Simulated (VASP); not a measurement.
Wanted: the native input for a VASP 6.6.1 run.

| Property | Result |
| --- | --- |
| Task | single point |
| Functional | PBE |
| Potentials or basis | VASP PAW PBE potentials, release 64 (Al, H) |
| Cutoff | 520 eV |
| k mesh | 5 × 4 × 1 |
| Occupations | gaussian, width 0.1 eV |
| Spin | no spin polarisation |
| Dipole correction | yes |
| Further INCAR settings | LREAL = Auto; ALGO = Normal; EDIFF = 1e-06; NBANDS = 40 |

The structure of Al8H lies in POSCAR:

```
Al8H
1.0
    5.7135165837      0.0000000000      0.0000000000
    0.0000000000      8.0801326415      0.0000000000
    0.0000000000      0.0000000000     22.2432786975
Al H
16 2
Direct
    0.2500000000      0.2500000000      0.1798296040
    0.2500000000      0.7500000000      0.1798296040
    0.7500000000      0.2500000000      0.1798296040
    0.7500000000      0.7500000000      0.1798296040
    0.0000000000      0.0000000000      0.2440458181
    0.0000000000      0.5000000000      0.2440458181
    0.5000000000      0.0000000000      0.2440458181
    0.5000000000      0.5000000000      0.2440458181
    0.2500000000      0.2500000000      0.3102598702
    0.2500000000      0.7500000000      0.3102598702
    0.7500000000      0.2500000000      0.3102598702
    0.7500000000      0.7500000000      0.3102598702
    0.0000000000      0.0000000000      0.3705963860
    0.0000000000      0.5000000000      0.3705963860
    0.5000000000      0.0000000000      0.3705963860
    0.5000000000      0.5000000000      0.3705963860
    0.2500000000      0.2097778880      0.4627590580
    0.2500000000      0.2902221120      0.4627590580
```

These files were run (other wordings do the same):

INCAR

```
ALGO = Normal
DIPOL = 0.5 0.5 0.297
EDIFF = 1E-6
ENCUT = 520
GGA = PE
IDIPOL = 3
ISIF = 2
ISMEAR = 0
LASPH = True
LCHARG = True
LDIPOL = True
LELF = True
LREAL = Auto
LVACPOTAV = True
LVHAR = True
LWAVE = False
NBANDS = 40
NELM = 80
PREC = Accurate
SIGMA = 0.1
```

KPOINTS

```
k-points
0
Gamma
  5 4 1
```

Potentials or basis: VASP PAW PBE potentials, release 64 (Al, H).

The run is started by

```sh
$ cat potpaw_PBE.64/Al/POTCAR potpaw_PBE.64/H/POTCAR > POTCAR
$ mpirun -np 1 vasp_std > vasp.out
```

Results of the run:

The largest force is 4.995 eV/Å. The band gap on the k mesh is zero (bands 25 and 26 overlap by 0.50 eV).

Run time: 18 min on 1 thread of Intel Xeon 8259CL, on a shared host, peak memory 0.9 GiB.
